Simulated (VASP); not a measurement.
# GaBTe3 (P4mm) in VASP: notebook, part 2 of 2

VASP 6.6.1. Earlier steps stand in the parts before.

## (5) Relaxation of cell and atoms, PBE

Contents of INCAR:

```
SYSTEM = GaBTe3
PREC = Accurate ; ENCUT = 600
EDIFF = 1E-6 ; ISMEAR = 0
SIGMA = 0.1 ; LREAL = .False.
LASPH = .True. ; NELM = 80
ALGO = Normal ; ISIF = 3
LWAVE = .False. ; LCHARG = .False.
GGA = PE ; IBRION = 2
NSW = 90 ; EDIFFG = -0.04
```

Contents of KPOINTS:

```
Automatic mesh
0
Gamma
  4 4 4
  0 0 0
```

Contents of POSCAR:

```
GaBTe3
1.0
    4.6398963600      0.0000000000      0.0000000000
    0.0000000000      4.6398963600      0.0000000000
    0.0000000000      0.0000000000      6.8544841900
Ga B Te
1 1 3
Direct
    0.0000000000      0.0000000000      0.9750980400
    0.0000000000      0.0000000000      0.2356165000
    0.0000000000      0.5000000000      0.0577677000
    0.5000000000      0.0000000000      0.0577677000
    0.0000000000      0.0000000000      0.5908612600
```

Potentials or basis: VASP PAW PBE potentials, release 64 (Ga_d, B, Te).

On the command line:

```
$ cat potpaw_PBE.64/Ga_d/POTCAR potpaw_PBE.64/B/POTCAR potpaw_PBE.64/Te/POTCAR > POTCAR
$ mpirun -np 1 vasp_std > vasp.out
```

OUTCAR:

```text
SYSTEM = GaBTe3
   PREC = Accurate
   ENCUT = 600
   EDIFF = 1E-6
   ISMEAR = 0
   LREAL = .False.
   LASPH = .True.
   NELM = 80
   ISIF = 3
   GGA = PE
   IBRION = 2
   NSW = 90
   EDIFFG = -0.04

 ion  position               nearest neighbor table
   1  0.000  0.000  0.975-   2 1.79   3 2.39   4 2.39   3 2.39   4 2.39   5 2.63
   2  0.000  0.000  0.236-   1 1.79   5 2.44   4 2.62   3 2.62   3 2.62   4 2.62
   3  0.000  0.500  0.058-   1 2.39   1 2.39   2 2.62   2 2.62   4 3.28   4 3.28   4 3.28   4 3.28

   4  0.500  0.000  0.058-   1 2.39   1 2.39   2 2.62   2 2.62   3 3.28   3 3.28   3 3.28   3 3.28

   5  0.000  0.000  0.591-   2 2.44   1 2.63

  LATTYP: Found a simple tetragonal cell.
 ALAT       =     4.6398963600
 C/A-ratio  =     1.4772925208

  Lattice vectors:

[... 290 lines left out ...]
  free  energy   TOTEN  =       -15.2135876197 eV

  energy  without entropy=      -15.1980695762  energy(sigma->0) =      -15.20582860

[... ionic steps 4 to 40 ...]

--------------------------------------- Ionic step       41  -------------------------------------------

 number of electron      34.0000008 magnetization

------------------------ aborting loop because EDIFF is reached ----------------------------------------
[... 73 lines left out ...]
--------------------------------------- Ionic step       43  -------------------------------------------

 number of electron      34.0000002 magnetization

 Free energy of the ion-electron system (eV)
  ---------------------------------------------------
  ext. energy  EPLUGINS =         0.00000000
  ---------------------------------------------------
  free energy    TOTEN  =       -16.03740123 eV

  energy without entropy =      -16.01457454  energy(sigma->0) =      -16.02598789

 E-fermi :   2.4644     XC(G=0):  -7.6762

 val. band max:        2.4337153333   @ k =   0.5000   0.2500   0.5000
 cond. band min:       2.4914929274   @ k =   0.2500   0.0000   0.5000
 fundamental gap:      0.0577775941
 Fermi energy:         2.4643921057

 k-point     1 :       0.0000    0.0000    0.0000
  band No.  band energies     occupation
      1     -12.3015      2.00000
      2     -12.2972      2.00000
      3     -12.2904      2.00000
      4     -12.2904      2.00000
      5     -12.2893      2.00000
      6     -10.6700      2.00000
[... 453 lines left out ...]
  FREE ENERGIE OF THE ION-ELECTRON SYSTEM (eV)
  ---------------------------------------------------
  free  energy   TOTEN  =       -16.0374012342 eV

  energy  without entropy=      -16.0145745396  energy(sigma->0) =      -16.02598789

 reached required accuracy - stopping structural energy minimisation
```

OSZICAR:

```text
N       E                     dE             d eps       ncg     rms          rms(c)
DAV:   1     0.255256327914E+03    0.25526E+03   -0.15387E+04   756   0.183E+03
DAV:   2     0.166200964406E+02   -0.23864E+03   -0.23189E+03   885   0.386E+02
DAV:   3    -0.112581230230E+02   -0.27878E+02   -0.27075E+02   934   0.114E+02
[... 448 lines left out ...]
DAV:   3    -0.160376418922E+02    0.69840E-03   -0.13068E-03   879   0.248E-01    0.101E-01
DAV:   4    -0.160374544283E+02    0.18746E-03   -0.25179E-04  1007   0.992E-02    0.512E-02
DAV:   5    -0.160374103138E+02    0.44114E-04   -0.37610E-05   929   0.512E-02    0.406E-02
DAV:   6    -0.160374018704E+02    0.84435E-05   -0.10453E-05  1051   0.274E-02    0.118E-02
DAV:   7    -0.160374012342E+02    0.63621E-06   -0.17625E-06   624   0.104E-02
  43 F= -.16037401E+02 E0= -.16025988E+02  d E =-.148617E-02
```

CONTCAR:

```text
GaBTe3
   1.00000000000000
     4.6023155705129799   -0.0000000000000000   -0.0000000000000000
     0.0000000000000000    4.6023155705129799    0.0000000000000000
     0.0000000000000000    0.0000000000000000    8.5794285196633737
  Ga              B               Te
     1     1     3
Direct
     1.0000000000000000    0.0000000000000000    0.8667983477569333
     1.0000000000000000    0.0000000000000000    0.2629954619407836
     0.0000000000000000    0.5000000000000000    0.1369116390517349
     0.5000000000000000    0.0000000000000000    0.1369116390517349
     0.0000000000000000    0.0000000000000000    0.5134941121988073

  0.00000000E+00  0.00000000E+00  0.00000000E+00
  0.00000000E+00  0.00000000E+00  0.00000000E+00
  0.00000000E+00  0.00000000E+00  0.00000000E+00
  0.00000000E+00  0.00000000E+00  0.00000000E+00
  0.00000000E+00  0.00000000E+00  0.00000000E+00
```

Wall time 18 min (1 thread of Intel Xeon 6975P-C (Granite Rapids), shared host); peak memory 0.34 GiB.

What came out:

* Free energy: -16.0374 eV
* Relaxed volume: 36.34 Å³/atom
* Relaxed cell: a = 4.602 Å, b = 4.602 Å, c = 8.579 Å, α = 90.00°, β = 90.00°, γ = 90.00°
* Space group after relaxing (to 0.1 Å): P4mm (No. 99)
* Energy gained by relaxing: 848.9 meV/atom
* Ionic steps: 43
* Pressure after relaxing: 0.0 GPa
* Largest force after relaxing: 0.040 eV/Å
* Band gap on the k mesh: zero (bands 17 and 18 overlap by 1.91 eV)

Forces on the atoms (eV/Å):
```
Ga   0.000  0.000  0.025
B    0.000  0.000  0.032
Te   0.000  0.000 -0.040
Te   0.000  0.000 -0.040
Te   0.000  0.000  0.022
```

The path:
```csv
step,energy change (eV),largest force (eV/Å),pressure (GPa),volume (Å³)
1,0.0000,8.5854,16.49,147.57
3,-3.4206,2.4079,-1.07,189.89
5,-3.6369,1.2109,0.18,186.64
7,-3.7290,0.7355,0.01,186.00
9,-3.8387,0.4712,-0.27,185.69
11,-3.9001,0.5018,-0.52,184.26
13,-3.8066,0.7055,2.56,159.60
15,-4.0332,0.2794,0.24,169.65
17,-4.0463,0.2515,-0.15,170.58
19,-4.0540,0.1672,-0.06,169.84
21,-4.0637,0.1362,0.26,168.89
23,-4.1220,0.3505,0.11,174.14
25,-4.1249,0.3500,0.15,173.49
27,-4.1293,0.3313,-0.02,174.65
29,-4.1502,0.2625,-0.15,174.77
31,-4.1952,0.5163,-0.33,175.26
33,-4.2083,0.1269,0.33,173.25
35,-4.2230,0.0726,0.26,176.20
37,-4.2264,0.1136,0.27,178.22
39,-4.2343,0.3075,-0.20,181.29
41,-4.2429,0.1571,-0.18,182.51
43,-4.2444,0.0398,0.02,181.72
```

Final structure:
```cif
data_structure
_symmetry_space_group_name_H-M 'P 1'
_symmetry_Int_Tables_number 1
_cell_length_a 4.6023
_cell_length_b 4.6023
_cell_length_c 8.5794
_cell_angle_alpha 90.000
_cell_angle_beta 90.000
_cell_angle_gamma 90.000
_cell_volume 181.72
loop_
_atom_site_label
_atom_site_type_symbol
_atom_site_fract_x
_atom_site_fract_y
_atom_site_fract_z
_atom_site_occupancy
Ga1 Ga 0.00000 0.00000 0.86680 1
B1 B 0.00000 0.00000 0.26300 1
Te1 Te 0.00000 0.50000 0.13691 1
Te2 Te 0.50000 0.00000 0.13691 1
Te3 Te 0.00000 0.00000 0.51349 1
```

Levels at points of the mesh, in eV from the Fermi level:
```
           k point  band 14  band 15  band 16  band 17  band 18  band 19  band 20  band 21
(0.00, 0.00, 0.00)    -0.58    -0.41    -0.41    -0.26     0.87     0.87     2.06     2.06
(0.50, 0.00, 0.00)    -1.63    -1.38    -1.21    -1.17     0.04     2.14     2.24     2.42
(0.50, 0.50, 0.00)    -2.04    -1.00    -1.00     0.72     2.40     2.72     2.72     3.18
(0.00, 0.00, 0.50)    -0.54    -0.54    -0.37    -0.27     0.89     0.89     2.59     2.59
(0.50, 0.00, 0.50)    -1.63    -1.33    -0.77    -0.17    -0.14     1.41     2.77     3.33
(0.50, 0.50, 0.50)    -3.07    -0.56    -0.56     1.78     1.78     2.40     2.96     3.18
```

Caveat: the volume moved by over 15 % at a fixed basis, so the end points are rough; spin-orbit coupling is left out, which moves the levels of the heavy elements.

## (6) Relaxation of cell and atoms, PBE

This run uses another cell than the first one, of 36.54 Å³/atom.

Contents of INCAR:

```
ALGO     = Normal         # electronic algorithm
EDIFF    = 1E-7           # SCF threshold, eV
EDIFFG   = -0.01          # ionic threshold
ENCUT    = 600            # plane-wave cutoff, eV
GGA      = PE             # functional
IBRION   = 2              # ionic algorithm
ISIF     = 3              # what is computed and relaxed
ISMEAR   = 0              # smearing method
LASPH    = T              # aspherical terms in the spheres
LCHARG   = F              # write CHGCAR
LREAL    = F              # projectors in reciprocal space
LWAVE    = F              # write WAVECAR
NELM     = 100            # most SCF steps
NSW      = 100            # ionic steps
PREC     = Accurate       # precision mode
SIGMA    = 0.1            # smearing width, eV
```

Contents of KPOINTS:

```
k-points
0
Gamma
  8 8 6
```

Contents of POSCAR:

```
GaBTe3
1.0
    4.6044267201      0.0000000000      0.0000000000
    0.0000000000      4.6044267201      0.0000000000
    0.0000000000      0.0000000000      8.6183673649
Ga B Te
1 1 3
Direct
    0.0000000000      0.0000000000      0.8693701786
    0.0000000000      0.0000000000      0.2632690332
    0.0000000000      0.5000000000      0.1361569462
    0.5000000000      0.0000000000      0.1361569462
    0.0000000000      0.0000000000      0.5121580958
```

Potentials or basis: VASP PAW PBE potentials, release 64 (Ga_d, B, Te).

On the command line:

```
$ cat potpaw_PBE.64/Ga_d/POTCAR potpaw_PBE.64/B/POTCAR potpaw_PBE.64/Te/POTCAR > POTCAR
$ mpirun -np 1 vasp_std > vasp.out
```

It took 27 min on 1 thread of Intel Xeon 6975P-C (Granite Rapids), shared host; peak memory 0.57 GiB.

It converged, with:

```yaml
Free_energy: -16.0233 eV
Relaxed_volume: 35.80 Å³/atom
Relaxed_cell: a = 4.581 Å, b = 4.581 Å, c = 8.528 Å, α = 90.00°, β = 90.00°, γ = 90.00°
Space_group_after_relaxing_to_0.1_Å: P4mm (No. 99)
Energy_gained_by_relaxing: 3.3 meV/atom
Ionic_steps: 15
Pressure_after_relaxing: 0.0 GPa
Largest_force_after_relaxing: 0.008 eV/Å
Band_gap_on_the_k_mesh: zero (bands 17 and 18 overlap by 2.04 eV)
```

Forces on the atoms (eV/Å):
```
Ga   0.000  0.000  0.001
B    0.000  0.000  0.008
Te   0.000  0.000 -0.004
Te   0.000  0.000 -0.004
Te   0.000  0.000 -0.001
```

Step by step:
```
step  energy change (eV)  largest force (eV/Å)  pressure (GPa)  volume (Å³)
   1              0.0000                0.3392           -0.30       182.72
   2             -0.0047                0.2720            0.13       180.92
   3             -0.0049                0.2153            0.06       181.20
   4             -0.0087                0.1702            0.05       180.86
   5             -0.0128                0.0808            0.02       179.95
   6             -0.0140                0.0665           -0.04       180.03
   7             -0.0151                0.0342           -0.15       180.18
   8             -0.0159                0.0375           -0.04       179.34
   9             -0.0160                0.0430            0.03       178.81
  10             -0.0162                0.0403            0.02       178.63
  11             -0.0162                0.0208            0.01       178.68
  12             -0.0163                0.0182            0.01       178.72
  13             -0.0164                0.0113            0.00       178.84
  14             -0.0165                0.0106           -0.01       179.09
  15             -0.0165                0.0080            0.00       178.98
```

Final structure:
```
Ga B Te
1.0
     4.58105    0.00000    0.00000
     0.00000    4.58105    0.00000
     0.00000    0.00000    8.52830
Ga B Te
1 1 3
Direct
  0.00000 0.00000 0.86080
  0.00000 0.00000 0.26887
  0.00000 0.50000 0.13439
  0.50000 0.00000 0.13439
  0.00000 0.00000 0.51866
```

Levels at points of the mesh, in eV from the Fermi level:
| k point | band 14 | band 15 | band 16 | band 17 | band 18 | band 19 | band 20 | band 21 |
| --- | --- | --- | --- | --- | --- | --- | --- | --- |
| (0.00, 0.00, 0.00) | -0.58 | -0.51 | -0.51 | -0.44 | 0.77 | 0.77 | 1.89 | 1.89 |
| (0.50, 0.00, 0.00) | -1.85 | -1.56 | -1.37 | -1.28 | -0.02 | 1.95 | 2.09 | 2.33 |
| (0.50, 0.50, 0.00) | -2.09 | -1.13 | -1.13 | 0.46 | 2.30 | 2.64 | 2.64 | 3.06 |
| (0.00, 0.00, 0.50) | -0.66 | -0.66 | -0.46 | -0.45 | 0.78 | 0.78 | 2.53 | 2.53 |
| (0.50, 0.00, 0.50) | -1.85 | -1.53 | -0.86 | -0.28 | -0.23 | 1.20 | 2.70 | 3.10 |
| (0.50, 0.50, 0.50) | -3.26 | -0.64 | -0.64 | 1.57 | 1.57 | 2.30 | 2.79 | 3.06 |

Caveat: spin-orbit coupling is left out, which moves the levels of the heavy elements.

## (7) Summary

| task | cell | k mesh | cutoff (eV) | gap on the mesh (eV) | pressure (GPa) | relaxed volume (Å³/atom) | largest force (eV/Å) |
| --- | --- | --- | --- | --- | --- | --- | --- |
| single point | a = 4.640, b = 4.640, c = 6.854 Å, 5 atoms, atomic positions A | 4 × 4 × 4 | 520 | none | 16.5 | - | 8.59 |
| single point | a = 4.604, b = 4.604, c = 8.618 Å, 5 atoms, atomic positions B | 4 × 4 × 4 | 520 | none | -0.1 | - | 0.03 |
| single point | a = 4.580, b = 4.580, c = 8.539 Å, 5 atoms, atomic positions C | 8 × 8 × 6 | 520 | none | 0.0 | - | 0.04 |
| relaxation of cell and atoms | relaxed from a = 4.640, b = 4.640, c = 6.854 Å, 5 atoms, atomic positions A | 4 × 4 × 4 | 600 | none | 0.0 | 36.34 | 0.04 |
| relaxation of cell and atoms | relaxed from a = 4.604, b = 4.604, c = 8.618 Å, 5 atoms, atomic positions B | 8 × 8 × 6 | 600 | none | 0.0 | 35.80 | 0.01 |

Alike in all rows: level PBE; potentials or basis VASP PAW PBE potentials, release 64 (Ga_d, B, Te); no spin polarisation; smearing gaussian 0.1 eV.

Caveats: spin-orbit coupling is left out, which moves the levels of the heavy elements; the stress differs along the axes, from 10 to 20 GPa (at least some runs); forces of over 1 eV/Å act on the atoms, so gaps and moduli don't describe the material at rest (at least some runs); the volume moved by over 15 % at a fixed basis, so the end points are rough (at least some runs).

Absolute energies hang on the potentials; compare differences alone.

The gap in the log of VASP goes by the Fermi energy; the results here count the filled bands.